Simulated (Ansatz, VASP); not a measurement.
**SiH2Cl2: VASP beside Ansatz**

```
Cl Si H
1.0
    14.41968    0.00000    0.00000
     0.00000   14.50000    0.00000
     0.00000    0.00000   15.00000
Cl Si H
2 1 2
Cartesian
  5.5161 8.3047 7.4037
  8.8851 8.2223 7.3881
  7.1722 7.0905 7.4562
  7.1598 6.3364 8.7338
  7.1453 6.2098 6.2625
```

Alike in both runs: functional PBE; dispersion D3(BJ); k mesh 1 × 1 × 1; occupations gaussian, width 0.005 eV; no spin polarisation.

Ansatz relaxed the structure, and its values are those at the end. VASP's run is a single point on that final structure, the one shown.

|  | VASP | Ansatz |
| --- | --- | --- |
| version | VASP 6.6.1 | Ansatz 0.2.0 |
| potentials or method | VASP PAW PBE potentials, release 64 (Cl, Si, H), cutoff 520 eV | scalar-relativistic, plane waves, PAW |
| valence electrons in the cell | 20 | 20 |

|  | VASP | Ansatz | Ansatz less VASP |
| --- | --- | --- | --- |
| gap on the k mesh at the Fermi level (eV) | 6.52 | 6.49 | -0.028 |
| rms of the force components (eV/Å) | 0.023 | 0.001 | -0.0219 |
